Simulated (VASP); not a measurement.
**BAs: single point with LDA**

Crystal: BAs.

```xyz
2
Lattice="0.0000 2.3885 2.3407 2.3885 0.0000 2.3407 2.3885 2.3885 0.0000" Properties=species:S:1:pos:R:3 pbc="T T T"
B     0.0000    0.0000    0.0000
As    3.5827    3.5827    3.5111
```

This cell differs from its parent crystal: zz strain of -2 %.

```yaml
Program: VASP 6.6.1
Task: single point
Functional: LDA
Potentials_or_basis: VASP PAW LDA potentials, release 64 (B, As)
Cutoff: 520 eV
k_mesh: 15 × 15 × 15
Occupations: fermi-dirac, width 0.03 eV
Spin: no spin polarisation
Dipole_correction: no
Further_INCAR_settings: ALGO = Normal; EDIFF = 1e-06; NBANDS = 11
```

```yaml
Pressure: -0.3 GPa
Band_gap_on_the_k_mesh: 0.80 eV, indirect (least direct gap 3.06 eV)
```

Stress tensor (GPa, compression positive):
```
-1.63  0.00  0.00
 0.00 -1.63  0.00
 0.00  0.00  2.51
```

Levels at points of the mesh, in eV from the valence-band top:
| k point | band 1 | band 2 | band 3 | band 4 | band 5 | band 6 | band 7 | band 8 | band 9 |
| --- | --- | --- | --- | --- | --- | --- | --- | --- | --- |
| (0.00, 0.00, 0.00) | -15.69 | -0.19 | -0.19 | 0.00 | 3.06 | 3.19 | 3.19 | 4.82 | 9.33 |

Run time: 100 s on 1 thread of Intel Xeon 6975P-C, with other jobs on the host, peak memory 0.21 GiB.

Caveat: the cell differs from its parent crystal (zz strain of -2 %). A k mesh can miss the band edges.
